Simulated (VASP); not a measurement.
# H (I4/mmm) in VASP: further runs

Runs on H. Level: PBE. Tasks: single point.

Program: VASP 6.6.1. These are calculated values, not measurements. Logs are shortened: lines on timing, memory, paths and dates and some standing lists are left out, and cuts for length are marked.

### 1 The cell of the first run

It takes space group I4/mmm (No. 139, tetragonal). The conventional cell has a = 3.487 Å, b = 3.487 Å, c = 4.736 Å, α = 90.00°, β = 90.00°, γ = 90.00°. Within 1.0 Å of H (site symmetry 4mm) lie 1 H at 0.74 Å.

### 2 Single point, PBE (biaxial strain in the a-b plane: -6.0 %)

Input file INCAR:

```
SYSTEM = H
PREC     = Accurate       ! precision mode
ENCUT    = 520            ! plane-wave cutoff, eV
EDIFF    = 1E-6           ! SCF threshold, eV
ISMEAR   = 0              ! smearing method
SIGMA    = 0.02           ! smearing width, eV
LREAL    = .False.        ! projectors in reciprocal space
LASPH    = .True.         ! aspherical terms in the spheres
NELM     = 80             ! most SCF steps
ALGO     = Normal         ! electronic algorithm
ISIF     = 2              ! what is computed and relaxed
LWAVE    = .False.        ! write WAVECAR
LCHARG   = .False.        ! write CHGCAR
GGA      = PE             ! functional
NBANDS   = 10             ! bands
```

Input file KPOINTS:

```
Automatic mesh
0
Gamma
  6 6 6
  0 0 0
```

Input file POSCAR:

```
H
1.0
    3.4872038511      0.0000000000      0.0000000000
    0.0000000000      3.4872038511      0.0000000000
    0.0000000000      0.0000000000      4.7357420378
H
4
Direct
    0.0000000000      0.0000000000      0.9220742633
    0.0000000000      0.0000000000      0.0779257367
    0.5000000000      0.5000000000      0.4220742633
    0.5000000000      0.5000000000      0.5779257367
```

Potentials or basis: VASP PAW PBE potentials, release 64 (H).

Command:

```bash
$ cat potpaw_PBE.64/H/POTCAR > POTCAR
$ mpirun -np 1 vasp_std > vasp.out
```

OUTCAR:

```text
SYSTEM = H
   PREC = Accurate
   ENCUT = 520
   EDIFF = 1E-6
   ISMEAR = 0
   LREAL = .False.
   LASPH = .True.
   NELM = 80
   ISIF = 2
   GGA = PE

 ion  position               nearest neighbor table
   1  0.000  0.000  0.922-   2 0.74
   2  0.000  0.000  0.078-   1 0.74
   3  0.500  0.500  0.422-   4 0.74
   4  0.500  0.500  0.578-   3 0.74

  LATTYP: Found a simple tetragonal cell.
 ALAT       =     3.4872038511
 C/A-ratio  =     1.3580341844

  Lattice vectors:

 A1 = (   3.4872038511,   0.0000000000,   0.0000000000)
 A2 = (   0.0000000000,   3.4872038511,   0.0000000000)
 A3 = (   0.0000000000,   0.0000000000,   4.7357420378)

Analysis of symmetry for initial positions (statically):
=====================================================================
 Subroutine PRICEL returns following result:

  LATTYP: Found a body centered tetragonal cell.
 ALAT       =     3.4872038511
 C/A-ratio  =     1.3580341844

  Lattice vectors:

 A1 = (  -1.7436019255,  -1.7436019255,  -2.3678710189)
 A2 = (   1.7436019255,   1.7436019255,  -2.3678710189)
 A3 = (   1.7436019255,  -1.7436019256,   2.3678710189)

   2 primitive cells build up your supercell.

 Routine SETGRP: Setting up the symmetry group for a
 simple tetragonal supercell.

 Subroutine GETGRP returns: Found 16 space group operations
 (whereof 16 operations were pure point group operations)
 out of a pool of 16 trial point group operations.

The static configuration has the point symmetry D_4h.

Analysis of symmetry for dynamics (positions and initial velocities):
=====================================================================
 Subroutine PRICEL returns following result:

  LATTYP: Found a body centered tetragonal cell.
 ALAT       =     3.4872038511
 C/A-ratio  =     1.3580341844

  Lattice vectors:

 A1 = (  -1.7436019255,  -1.7436019255,  -2.3678710189)
 A2 = (   1.7436019255,   1.7436019255,  -2.3678710189)
 A3 = (   1.7436019255,  -1.7436019256,   2.3678710189)

   2 primitive cells build up your supercell.

 Routine SETGRP: Setting up the symmetry group for a
 simple tetragonal supercell.

 Subroutine GETGRP returns: Found 16 space group operations
[... 100 lines left out ...]
   LASPH  =      T    aspherical Exc in radial PAW
   ENCUT  =  520.0 eV  38.22 Ry    6.18 a.u.   6.48  6.48  8.81*2*pi/ulx,y,z
   NELM   =     80;   NELMIN=  2; NELMDL= -5     # of ELM steps
   EDIFF  = 0.1E-05   stopping-criterion for ELM
   LREAL  =      F    real-space projection
   EDIFFG = 0.1E-04   stopping-criterion for IOM
   NSW    =      0    number of steps for IOM
   IBRION =     -1    ionic relax: 0-MD 1-quasi-New 2-CG
   NFREE  =      0    steps in history (QN), initial steepest desc. (CG)
   ISIF   =      2    stress and relaxation
   ISYM   =      2    0-nonsym 1-usesym 2-fastsym
   POTIM  = 0.5000    time-step for ionic-motion
   TEBEG  =    0.0;   TEEND  =   0.0 temperature during run
   PSTRESS=    0.0 pullay stress
   NELECT =       4.0000    total number of electrons
   NUPDOWN=      -1.0000    fix difference up-down
   EMIN   =  10.00;   EMAX   =-10.00  energy-range for DOS
   EFERMI =   0.00;   METHOD = LEGACY
   ISMEAR =     0;   SIGMA  =   0.02  broadening in eV -4-tet -1-fermi 0-gaus
   EFERMI_NEDOS =   21; number of points for ismear=-14 and -15
   IALGO  =     38    algorithm
   IMIX   =      4    mixing-type and parameters
     AMIX     =   0.40;   BMIX     =  1.00
     AMIX_MAG =   1.60;   BMIX_MAG =  1.00
  volume/ion in A,a.u.               =      14.40        97.16
  Fermi-wavevector in a.u.,A,eV,Ry     =   0.672947  1.271685  6.161495  0.452857
  Thomas-Fermi vector in A             =   1.749219
   LORBIT       =      0    0 simple, 1 ext, 2 COOP (PROOUT), +10 PAW based schemes
   GGA     = PE    functional components
   LHFCALC =     F    Hartree Fock is set to
   AEXX    =    0.0000 exact exchange contribution
   IVDW    =     0    specifies the selected vdW correction
   LEPSILON=     F    determine dielectric tensor
   LRPA    =     F    only Hartree local field effects (RPA)
 non-spin polarized calculation
 Gauss-broadening in eV      SIGMA  =   0.02
  energy-cutoff  :      520.00
  volume of cell :       57.59
 maximum number of plane-waves:      1574
 NGX is ok and might be reduce to    28
   NGX = 13   NGY = 13   NGZ = 17

 number of electron       4.0000002 magnetization

 Free energy of the ion-electron system (eV)
  ---------------------------------------------------
  ext. energy  EPLUGINS =         0.00000000
  ---------------------------------------------------
  free energy    TOTEN  =       -13.57276951 eV

  energy without entropy =      -13.57276951  energy(sigma->0) =      -13.57276951

 E-fermi :  -8.6745     XC(G=0):  -4.8428

 val. band max:       -8.8196362078   @ k =   0.0000   0.0000   0.0000
 cond. band min:       0.6273914760   @ k =   0.5000   0.0000   0.5000
 fundamental gap:      9.4470276838
 Fermi energy:        -8.6745310037

 k-point     1 :       0.0000    0.0000    0.0000
  band No.  band energies     occupation
      1     -10.3538      2.00000
      2      -8.8196      2.00000
      3       0.9124      0.00000
      4       3.8381      0.00000
      5       6.3276      0.00000
      6       7.5808      0.00000
      7       7.5808      0.00000
      8       7.6118      0.00000
      9       9.6759      0.00000
     10      13.0117      0.00000
[... 287 lines left out ...]
 k-point    24 :       0.5000    0.0000    0.3333
  band No.  band energies     occupation
      1      -9.2943      2.00000
      2      -9.2943      2.00000
      3       0.8997      0.00000
      4       0.8997      0.00000
      5       6.2206      0.00000
      6       6.2206      0.00000
      7       9.5222      0.00000
      8       9.5222      0.00000
      9      10.8238      0.00000
     10      10.8238      0.00000

 [... further k-points ...]
[... 5 lines left out ...]
  --------------------------------------------------------------------------------------
  -------------------------------------------------------------------------------------
  Total       -0.0244434     -0.0244434      0.5887873      0.0000000      0.0000000      0.0000000
  in kB       -0.6800327     -0.6800327     16.3804672      0.0000000      0.0000000      0.0000000
  external PRESSURE =       5.0068006 kB  Pullay stress =       0.0000000 kB

 VOLUME and BASIS-vectors are now :
 -----------------------------------------------------------------------------
  energy-cutoff  :      520.00
  volume of cell :       57.59
      direct lattice vectors                 reciprocal lattice vectors
     3.487203851  0.000000000  0.000000000     0.286762702  0.000000000  0.000000000
     0.000000000  3.487203851  0.000000000     0.000000000  0.286762702  0.000000000
     0.000000000  0.000000000  4.735742038     0.000000000  0.000000000  0.211160150

 POSITION                                       TOTAL-FORCE (eV/Angst)
 -----------------------------------------------------------------------------------
      0.00000      0.00000      4.36671        -0.000000      0.000000     -0.434674
      0.00000      0.00000      0.36904         0.000000      0.000000      0.434674
      1.74360      1.74360      1.99883         0.000000      0.000000     -0.434674
      1.74360      1.74360      2.73691        -0.000000     -0.000000      0.434674
 -----------------------------------------------------------------------------------
    total drift:                                0.000000      0.000000      0.000000

  FREE ENERGIE OF THE ION-ELECTRON SYSTEM (eV)
  ---------------------------------------------------
  free  energy   TOTEN  =       -13.5727695090 eV

  energy  without entropy=      -13.5727695090  energy(sigma->0) =      -13.57276951
```

Run time: 26 s. Hardware: 1 thread of Intel Xeon 8259CL, shared host; peak memory 0.16 GiB.

What came out:

```
Free energy            : -13.5728 eV
Pressure               : 0.5 GPa
Largest force          : 0.435 eV/Å
Band gap on the k mesh : 9.45 eV
```

Forces on the atoms (eV/Å):
```
H    0.000  0.000 -0.435
H    0.000  0.000  0.435
H    0.000  0.000 -0.435
H    0.000  0.000  0.435
```

Caveat: the cell differs from its parent crystal (biaxial strain in the a-b plane: -6.0 %); this functional lacks dispersion, which holds the molecules together, so the pressure and a relaxed volume are unreliable. A k mesh can miss the band edges.

(Part 1 of 3 ends here.)
